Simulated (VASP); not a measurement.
# BP (zincblende type) (F-43m) in VASP: further runs, part 2 of 2

VASP 6.6.1. Earlier steps stand in the parts before.

## 4. Single point, LDA (volume scaled by 0.72)

INCAR

```
  PREC = Accurate
  ENCUT = 500
  EDIFF = 1E-6
  ISMEAR = -1
  SIGMA = 0.08
  LREAL = F
  LASPH = T
  NELM = 120
  ALGO = Normal
  ISIF = 2
  LWAVE = F
  LCHARG = F
  GGA = CA
  NBANDS = 11
  GGA_COMPAT = F
```

KPOINTS

```
Automatic mesh
0
Gamma
  15 15 15
```

POSCAR

```
BP
1.0
    0.0000000000      2.0121877381      2.0121877381
    2.0121877381      0.0000000000      2.0121877381
    2.0121877381      2.0121877381      0.0000000000
B P
1 1
Direct
    0.0000000000      0.0000000000      0.0000000000
    0.2500000000      0.2500000000      0.2500000000
```

Potentials or basis: VASP PAW LDA potentials, release 64 (B, P).

Command:

```console
cat potpaw_LDA.64/B/POTCAR potpaw_LDA.64/P/POTCAR > POTCAR
mpirun -np 1 vasp_std > vasp.out
```

OUTCAR:

```text
PREC = Accurate
   ENCUT = 500
   EDIFF = 1E-6
   ISMEAR = -1
   LREAL = F
   LASPH = T
   NELM = 120
   ISIF = 2
   GGA = CA

 ion  position               nearest neighbor table
   1  0.000  0.000  0.000-   2 1.74   2 1.74   2 1.74   2 1.74
   2  0.250  0.250  0.250-   1 1.74   1 1.74   1 1.74   1 1.74

  LATTYP: Found a face centered cubic cell.
 ALAT       =     4.0243754762

  Lattice vectors:

 A1 = (   0.0000000000,   2.0121877381,   2.0121877381)
 A2 = (   2.0121877381,   0.0000000000,   2.0121877381)
 A3 = (   2.0121877381,   2.0121877381,   0.0000000000)

Analysis of symmetry for initial positions (statically):
=====================================================================
 Subroutine PRICEL returns:
 Original cell was already a primitive cell.

 Routine SETGRP: Setting up the symmetry group for a
 face centered cubic supercell.

 Subroutine GETGRP returns: Found 24 space group operations
 (whereof 24 operations were pure point group operations)
 out of a pool of 48 trial point group operations.

The static configuration has the point symmetry T_d .

Analysis of symmetry for dynamics (positions and initial velocities):
=====================================================================
 Subroutine PRICEL returns:
 Original cell was already a primitive cell.

 Routine SETGRP: Setting up the symmetry group for a
 face centered cubic supercell.

 Subroutine GETGRP returns: Found 24 space group operations
 (whereof 24 operations were pure point group operations)
 out of a pool of 48 trial point group operations.

The dynamic configuration has the point symmetry T_d .

 Subroutine INISYM returns: Found 24 space group operations
 (whereof 24 operations are pure point group operations),
 and found     1 'primitive' translations

----------------------------------------------------------------------------------------

                                     Primitive cell

  volume of cell :      16.2943

  direct lattice vectors                    reciprocal lattice vectors
     0.000000000  2.012187738  2.012187738    -0.248485760  0.248485760  0.248485760
     2.012187738  0.000000000  2.012187738     0.248485760 -0.248485760  0.248485760
     2.012187738  2.012187738  0.000000000     0.248485760  0.248485760 -0.248485760

  length of vectors
     2.845663189  2.845663189  2.845663189     0.430389962  0.430389962  0.430389962

  position of ions in fractional coordinates (direct lattice)
     0.000000000  0.000000000  0.000000000
     0.250000000  0.250000000  0.250000000

  ion indices of the primitive-cell ions
   primitive index   ion index
                 1           1
                 2           2

----------------------------------------------------------------------------------------

 KPOINTS: Automatic mesh

Automatic generation of k-mesh.
 Grid dimensions read from file:
 generate k-points for:   15   15   15

 Generating k-lattice:

  Cartesian coordinates                     Fractional coordinates (reciprocal lattice)
    -0.016565717  0.016565717  0.016565717     0.066666667  0.000000000  0.000000000
     0.016565717 -0.016565717  0.016565717     0.000000000  0.066666667  0.000000000
     0.016565717  0.016565717 -0.016565717     0.000000000  0.000000000  0.066666667

  Length of vectors
     0.028692664  0.028692664  0.028692664

  Shift w.r.t. Gamma in fractional coordinates (k-lattice)
     0.000000000  0.000000000  0.000000000

 Subroutine IBZKPT returns following result:
 ===========================================

 Found    120 irreducible k-points:

 Following reciprocal coordinates:
            Coordinates               Weight
  0.000000  0.000000  0.000000      1.000000
  0.066667  0.000000  0.000000      8.000000
  0.133333  0.000000  0.000000      8.000000
  0.200000  0.000000  0.000000      8.000000
  0.266667  0.000000  0.000000      8.000000
  0.333333  0.000000  0.000000      8.000000
[... 16 lines left out ...]
  0.133333  0.133333  0.000000      6.000000
  0.200000  0.133333  0.000000     24.000000
 [... further k-points ...]
   k-points           NKPTS =    120   k-points in BZ     NKDIM =    120   number of bands    NBANDS=     11
   number of dos      NEDOS =    301   number of ions     NIONS =      2
   total plane-waves  NPLWV =  13824
   dimension x,y,z NGX =    24 NGY =   24 NGZ =   24
   dimension x,y,z NGXF=    48 NGYF=   48 NGZF=   48
   ions per type =               1   1
   NGX,Y,Z   is equivalent  to a cutoff of  14.02, 14.02, 14.02 a.u.
   NGXF,Y,Z  is equivalent  to a cutoff of  28.04, 28.04, 28.04 a.u.
 SYSTEM =  unknown system
   PREC   = accura    normal or accurate (medium, high low for compatibility)
   ISTART =      0    job   : 0-new  1-cont  2-samecut
   ICHARG =      2    charge: 1-file 2-atom 10-const
   ISPIN  =      1    spin polarized calculation?
   LNONCOLLINEAR =      F non collinear calculations
   LSORBIT =      F    spin-orbit coupling
   LASPH  =      T    aspherical Exc in radial PAW
   ENCUT  =  500.0 eV  36.75 Ry    6.06 a.u.   5.19  5.19  5.19*2*pi/ulx,y,z
   NELM   =    120;   NELMIN=  2; NELMDL= -5     # of ELM steps
   EDIFF  = 0.1E-05   stopping-criterion for ELM
   LREAL  =      F    real-space projection
   EDIFFG = 0.1E-04   stopping-criterion for IOM
   NSW    =      0    number of steps for IOM
   IBRION =     -1    ionic relax: 0-MD 1-quasi-New 2-CG
   NFREE  =      0    steps in history (QN), initial steepest desc. (CG)
   ISIF   =      2    stress and relaxation
   ISYM   =      2    0-nonsym 1-usesym 2-fastsym
   POTIM  = 0.5000    time-step for ionic-motion
   TEBEG  =    0.0;   TEEND  =   0.0 temperature during run
   PSTRESS=    0.0 pullay stress
   NELECT =       8.0000    total number of electrons
   NUPDOWN=      -1.0000    fix difference up-down
   EMIN   =  10.00;   EMAX   =-10.00  energy-range for DOS
   EFERMI =   0.00;   METHOD = LEGACY
   ISMEAR =    -1;   SIGMA  =   0.08  broadening in eV -4-tet -1-fermi 0-gaus
   EFERMI_NEDOS =   21; number of points for ismear=-14 and -15
   IALGO  =     38    algorithm
   IMIX   =      4    mixing-type and parameters
     AMIX     =   0.40;   BMIX     =  1.00
     AMIX_MAG =   1.60;   BMIX_MAG =  1.00
  volume/ion in A,a.u.               =       8.15        54.98
  Fermi-wavevector in a.u.,A,eV,Ry     =   1.291496  2.440573 22.693992  1.667961
  Thomas-Fermi vector in A             =   2.423262
   LORBIT       =      0    0 simple, 1 ext, 2 COOP (PROOUT), +10 PAW based schemes
   GGA     = CA    functional components
   LHFCALC =     F    Hartree Fock is set to
   AEXX    =    0.0000 exact exchange contribution
   IVDW    =     0    specifies the selected vdW correction
   LEPSILON=     F    determine dielectric tensor
   LRPA    =     F    only Hartree local field effects (RPA)
 non-spin polarized calculation
  energy-cutoff  :      500.00
  volume of cell :       16.29
 maximum number of plane-waves:       432
 NGX is ok and might be reduce to    24
   NGX = 11   NGY = 11   NGZ = 11

 number of electron       8.0000001 magnetization

 Free energy of the ion-electron system (eV)
  ---------------------------------------------------
  ext. energy  EPLUGINS =         0.00000000
  ---------------------------------------------------
  free energy    TOTEN  =       -12.79161364 eV

  energy without entropy =      -12.79149598  energy(sigma->0) =      -12.79155481

 E-fermi :  12.5191     XC(G=0): -12.6425

 val. band max:       12.2125752412   @ k =   0.0000   0.0000   0.0000
 cond. band min:      12.8057918002   @ k =   0.4667   0.4667   0.0000
 fundamental gap:      0.5932165591
 Fermi energy:        12.5190812657

 k-point     1 :       0.0000    0.0000    0.0000
  band No.  band energies     occupation
      1      -6.6458      2.00000
      2      12.2126      1.95756
      3      12.2126      1.95756
      4      12.2126      1.95756
      5      16.5459      0.00000
      6      16.5459      0.00000
      7      16.5459      0.00000
      8      25.2601      0.00000
      9      25.6850      0.00000
     10      25.6850      0.00000
     11      27.0086      0.00000
[... 309 lines left out ...]
 k-point    24 :       0.2000    0.1333    0.0000
  band No.  band energies     occupation
      1      -5.7033      2.00000
      2       9.1463      2.00000
      3       9.9578      2.00000
      4      10.8509      2.00000
      5      15.4259      0.00000
      6      19.6104      0.00000
      7      19.6895      0.00000
      8      20.0856      0.00000
      9      26.3035      0.00000
     10      27.2023      0.00000
     11      29.7820      0.00000

 [... further k-points ...]
[... 5 lines left out ...]
  --------------------------------------------------------------------------------------
  -------------------------------------------------------------------------------------
  Total       10.6542638     10.6542638     10.6542638     -0.0000000     -0.0000000     -0.0000000
  in kB     1047.6073504   1047.6073504   1047.6073504     -0.0000000     -0.0000000     -0.0000000
  external PRESSURE =    1047.6073504 kB  Pullay stress =       0.0000000 kB

 VOLUME and BASIS-vectors are now :
 -----------------------------------------------------------------------------
  energy-cutoff  :      500.00
  volume of cell :       16.29
      direct lattice vectors                 reciprocal lattice vectors
     0.000000000  2.012187738  2.012187738    -0.248485760  0.248485760  0.248485760
     2.012187738  0.000000000  2.012187738     0.248485760 -0.248485760  0.248485760
     2.012187738  2.012187738  0.000000000     0.248485760  0.248485760 -0.248485760

 POSITION                                       TOTAL-FORCE (eV/Angst)
 -----------------------------------------------------------------------------------
      0.00000      0.00000      0.00000         0.000000      0.000000      0.000000
      1.00609      1.00609      1.00609        -0.000000     -0.000000     -0.000000
 -----------------------------------------------------------------------------------
    total drift:                               -0.000000     -0.000000     -0.000000

  FREE ENERGIE OF THE ION-ELECTRON SYSTEM (eV)
  ---------------------------------------------------
  free  energy   TOTEN  =       -12.7916136380 eV

  energy  without entropy=      -12.7914959769  energy(sigma->0) =      -12.79155481
```

Wall time 15 s (1 thread of AMD EPYC 9R45 (Zen 5), shared host); peak memory 0.1 GiB.

What came out:

| Property | Result |
| --- | --- |
| Free energy | -12.7916 eV |
| Pressure | 104.8 GPa |
| Band gap on the k mesh | 0.59 eV, indirect (least direct gap 4.31 eV) |

Levels at points of the mesh, in eV from the valence-band top:
| k point | band 1 | band 2 | band 3 | band 4 | band 5 | band 6 | band 7 | band 8 |
| --- | --- | --- | --- | --- | --- | --- | --- | --- |
| (0.00, 0.00, 0.00) | -18.86 | 0.00 | 0.00 | 0.00 | 4.33 | 4.33 | 4.33 | 13.05 |

## 5. Single point, LDA (volume scaled by 0.8)

INCAR

```
SYSTEM = BP
PREC = Accurate
ENCUT = 500
EDIFF = 1E-6
ISMEAR = -1
SIGMA = 0.08
LREAL = .FALSE.
LASPH = .TRUE.
NELM = 120
ALGO = Normal
ISIF = 2
LWAVE = .FALSE.
LCHARG = .FALSE.
GGA = CA
NBANDS = 11
GGA_COMPAT = .FALSE.
```

KPOINTS

```
regular mesh
0
G
  15 15 15
  0 0 0
```

POSCAR

```
BP
1.0
    0.0000000000      2.0841117159      2.0841117159
    2.0841117159      0.0000000000      2.0841117159
    2.0841117159      2.0841117159      0.0000000000
B P
1 1
Direct
    0.0000000000      0.0000000000      0.0000000000
    0.2500000000      0.2500000000      0.2500000000
```

Command:

```console
cat potpaw_LDA.64/B/POTCAR potpaw_LDA.64/P/POTCAR > POTCAR
mpirun -np 1 vasp_std > vasp.out
```

Run time: 15 s. Hardware: 1 thread of AMD EPYC 9R45 (Zen 5), shared host; peak memory 0.1 GiB.

It converged, with:

| Quantity | Value |
| --- | --- |
| Free energy | -13.6995 eV |
| Pressure | 58.9 GPa |
| Band gap on the k mesh | 0.80 eV, indirect (least direct gap 3.95 eV) |

Levels at points of the mesh, in eV from the valence-band top:
```csv
k point,band 1,band 2,band 3,band 4,band 5,band 6,band 7,band 8,band 9
"(0.00, 0.00, 0.00)",-17.79,0.00,0.00,0.00,3.95,3.95,3.95,11.46,13.04
```

 A k mesh can miss the band edges.

## 6. Single point, LDA (volume scaled by 0.8)

INCAR

```
SYSTEM = BP
PREC = Accurate
ENCUT = 500
EDIFF = 1E-6
ISMEAR = -1
SIGMA = 0.08
LREAL = .False.
LASPH = .True.
NELM = 120
ALGO = Normal
ISIF = 2
LWAVE = .False.
LCHARG = .True.
LELF = .True.
LVHAR = .True.
NBANDS = 11
GGA_COMPAT = .False.
```

KPOINTS

```
regular mesh
0
Gamma
  15 15 15
  0 0 0
```

POSCAR is that of step 5.

Potentials or basis: VASP PAW LDA potentials, release 64 (B, P).

Command:

```console
cat potpaw_LDA.64/B/POTCAR potpaw_LDA.64/P/POTCAR > POTCAR
mpirun -np 1 vasp_std > vasp.out
```

OUTCAR:

```text
SYSTEM = BP
   PREC = Accurate
   ENCUT = 500
   EDIFF = 1E-6
   ISMEAR = -1
   LREAL = .False.
   LASPH = .True.
   NELM = 120
   ISIF = 2

 ion  position               nearest neighbor table
   1  0.000  0.000  0.000-   2 1.80   2 1.80   2 1.80   2 1.80
   2  0.250  0.250  0.250-   1 1.80   1 1.80   1 1.80   1 1.80

  LATTYP: Found a face centered cubic cell.
 ALAT       =     4.1682234318

  Lattice vectors:

 A1 = (   0.0000000000,   2.0841117159,   2.0841117159)
 A2 = (   2.0841117159,   0.0000000000,   2.0841117159)
[... 513 lines left out ...]
      7      17.5876      0.00000
      8      18.3964      0.00000
      9      24.3119      0.00000
     10      24.4267      0.00000
     11      26.8219      0.00000

 [... further k-points ...]
[... 5 lines left out ...]
  --------------------------------------------------------------------------------------
  -------------------------------------------------------------------------------------
  Total        6.6527473      6.6527473      6.6527473      0.0000000      0.0000000      0.0000000
  in kB      588.7333360    588.7333360    588.7333360      0.0000000      0.0000000      0.0000000
  external PRESSURE =     588.7333360 kB  Pullay stress =       0.0000000 kB

 VOLUME and BASIS-vectors are now :
 -----------------------------------------------------------------------------
  energy-cutoff  :      500.00
  volume of cell :       18.10
      direct lattice vectors                 reciprocal lattice vectors
     0.000000000  2.084111716  2.084111716    -0.239910364  0.239910364  0.239910364
     2.084111716  0.000000000  2.084111716     0.239910364 -0.239910364  0.239910364
     2.084111716  2.084111716  0.000000000     0.239910364  0.239910364 -0.239910364

 POSITION                                       TOTAL-FORCE (eV/Angst)
 -----------------------------------------------------------------------------------
      0.00000      0.00000      0.00000        -0.000000      0.000000     -0.000000
      1.04206      1.04206      1.04206         0.000000     -0.000000      0.000000
 -----------------------------------------------------------------------------------
    total drift:                               -0.000000     -0.000000     -0.000000

  FREE ENERGIE OF THE ION-ELECTRON SYSTEM (eV)
  ---------------------------------------------------
  free  energy   TOTEN  =       -13.6994755917 eV

  energy  without entropy=      -13.6994313937  energy(sigma->0) =      -13.69945349
```

OSZICAR:

```text
N       E                     dE             d eps       ncg     rms          rms(c)
DAV:   1     0.843732469286E+01    0.84373E+01   -0.41260E+03  2648   0.651E+02
DAV:   2    -0.147121901403E+02   -0.23150E+02   -0.22133E+02  3467   0.120E+02
DAV:   3    -0.152449796144E+02   -0.53279E+00   -0.53134E+00  3300   0.154E+01
DAV:   4    -0.152464671114E+02   -0.14875E-02   -0.14874E-02  3055   0.962E-01
DAV:   5    -0.152464725625E+02   -0.54511E-05   -0.54519E-05  3254   0.571E-02    0.106E+01
DAV:   6    -0.139366720828E+02    0.13098E+01   -0.24467E+00  3033   0.774E+00    0.552E+00
DAV:   7    -0.137132574442E+02    0.22341E+00   -0.61949E-01  3292   0.406E+00    0.160E+00
DAV:   8    -0.136994236600E+02    0.13834E-01   -0.40202E-02  3127   0.123E+00    0.306E-01
DAV:   9    -0.136994856557E+02   -0.61996E-04   -0.75826E-04  3017   0.208E-01    0.215E-01
DAV:  10    -0.136994741439E+02    0.11512E-04   -0.11535E-04  2964   0.601E-02    0.393E-02
DAV:  11    -0.136994758200E+02   -0.16761E-05   -0.67914E-06  3208   0.144E-02    0.530E-02
DAV:  12    -0.136994755917E+02    0.22825E-06   -0.15091E-06  1736   0.582E-03
   1 F= -.13699476E+02 E0= -.13699453E+02  d E =-.441981E-04
```

stdout:

```text
POSCAR found type information on POSCAR B P
 POSCAR found :  2 types and       2 ions
 scaLAPACK will be used
 LDA part: xc-table for (Slater(with rela. corr.)+CA(PZ))
 , standard interpolation
 POSCAR, INCAR and KPOINTS ok, starting setup
 FFT: planning ... GRIDC
 FFT: planning ... GRID_SOFT
 FFT: planning ... GRID
 WAVECAR not read
 entering main loop
```

Run time: 14 s. Hardware: 1 thread of AMD EPYC 9R45 (Zen 5), shared host; peak memory 0.1 GiB.

Results:

```
Free energy            : -13.6995 eV
Pressure               : 58.9 GPa
Band gap on the k mesh : 0.80 eV, indirect (least direct gap 3.95 eV)
```

 A k mesh can miss the band edges.

## 7. Summary

| cell | gap on the mesh (eV) | pressure (GPa) |
| --- | --- | --- |
| a = 2.601 Å, angles 60.0°, 2 atoms | 0.14 | 305.7 |
| a = 2.736 Å, angles 60.0°, 2 atoms | 0.38 | 175.3 |
| a = 2.846 Å, angles 60.0°, 2 atoms | 0.59 | 104.8 |
| a = 2.947 Å, angles 60.0°, 2 atoms | 0.80 | 58.9 |

Alike in all rows: task single point; level LDA; potentials or basis VASP PAW LDA potentials, release 64 (B, P); no spin polarisation; k mesh 15 × 15 × 15; cutoff (eV) 500; smearing fermi-dirac 0.08 eV.

Total energies depend on the potentials used, so only differences within one code and one set of settings carry meaning.
